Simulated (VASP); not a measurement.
# Be: single point with PBE

The system is Be, a sheet with vacuum.

```
CELL_PARAMETERS angstrom
2.01809 0.00000 0.00000
0.00000 2.01809 0.00000
0.00000 0.00000 31.42070
ATOMIC_POSITIONS crystal
Be 0.50000 0.50000 0.35187
Be 0.50000 0.50000 0.18917
Be 0.50000 0.50000 0.27052
```

The cell was built from a structure type or drawn by symmetry, and may not be a known phase.

```json
{"Program": "VASP 6.6.1", "Task": "single point", "Functional": "PBE", "Potentials or basis": "VASP PAW PBE potentials, release 64 (Be)", "Cutoff": "520 eV", "k mesh": "22 × 22 × 1", "Occupations": "gaussian, width 0.1 eV", "Spin": "no spin polarisation"}
```

- Largest force: 0.031 eV/Å
- Band gap on the k mesh: zero (bands 3 and 4 overlap by 7.10 eV)

Forces on the atoms (eV/Å):
```
Be   0.000  0.000  0.031
Be   0.000  0.000 -0.031
Be   0.000  0.000  0.000
```

Levels at points of the mesh, in eV from the Fermi level:
| k point | band 1 | band 2 | band 3 | band 4 | band 5 | band 6 | band 7 |
| --- | --- | --- | --- | --- | --- | --- | --- |
| (0.00, 0.00, 0.00) | -9.02 | -7.77 | -5.67 | -3.54 | -0.32 | 2.88 | 4.17 |
| (0.50, 0.00, 0.00) | -3.71 | -2.70 | -1.70 | 0.39 | 1.22 | 3.96 | 4.37 |
| (0.50, 0.50, 0.00) | 2.70 | 2.70 | 3.56 | 3.56 | 4.33 | 4.33 | 8.85 |

Run time: 92 s on 1 thread of Intel(R) Xeon(R) Platinum 8488C (Sapphire Rapids), on a shared host, peak memory 0.27 GiB.
